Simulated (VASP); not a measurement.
Input of a VASP 6.6.1 run:

INCAR

```
  ALGO = Normal
  EDIFF = 1E-6
  ENCUT = 520
  ISIF = 2
  ISMEAR = 0
  LASPH = T
  LCHARG = F
  LREAL = F
  LWAVE = F
  NBANDS = 15
  NELM = 80
  PREC = Accurate
  SIGMA = 0.15
```

The input KPOINTS:

```
k-points
0
Gamma
  20 20 20
```

File POSCAR:

```
TiC
1.0
    0.0000000000      2.3508543472      1.8336663908
    2.3508543472      0.0000000000      1.8336663908
    2.3508543472      2.3508543472      0.0000000000
Ti C
1 1
Direct
    0.0000000000      0.0000000000      0.0000000000
    0.5000000000      0.5000000000      0.5000000000
```

Potentials or basis: VASP PAW LDA potentials, release 64 (Ti_sv, C).

The run is started by

```console
$ cat potpaw_LDA.64/Ti_sv/POTCAR potpaw_LDA.64/C/POTCAR > POTCAR
$ mpirun -np 1 vasp_std > vasp.out
```

(1) What does it give for the pressure?

(2) What does it give for the band gap on the k mesh?

Results:

(1) 18.6 GPa.

(2) zero (bands 8 and 9 overlap by 2.51 eV).

Caveat: the stress differs along the axes, from -31 to 119 GPa.
